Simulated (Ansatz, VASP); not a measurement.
One calculation of Pd, two programs

```
Pd
1.0
    -0.01945    1.93518    1.93518
     1.93518   -0.01945    1.93518
     1.93518    1.93518   -0.01945
Pd
1
Direct
  0.00000 0.00000 0.00000
```

Change from the starting cell: equal xy, yz and zx shear strains of -1 %.

Alike in both runs: task single point; functional PBE; k mesh 18 × 18 × 18; occupations fermi-dirac, width 0.05 eV; no spin polarisation.

|  | VASP | Ansatz |
| --- | --- | --- |
| version | VASP 6.6.1 | Ansatz 0.2.0 |
| potentials or method | VASP PAW PBE potentials, release 64 (Pd), cutoff 520 eV | all-electron LAPW, scalar-relativistic |

|  | VASP | Ansatz | Ansatz less VASP |
| --- | --- | --- | --- |
| pressure (GPa) | 7.3 | 7.6 | +0.25 |
| traceless stress, the component that is largest in VASP (GPa) | 0.78 | 0.78 | -0.001 |

Ansatz ran all-electron here, and VASP with PAW potentials.
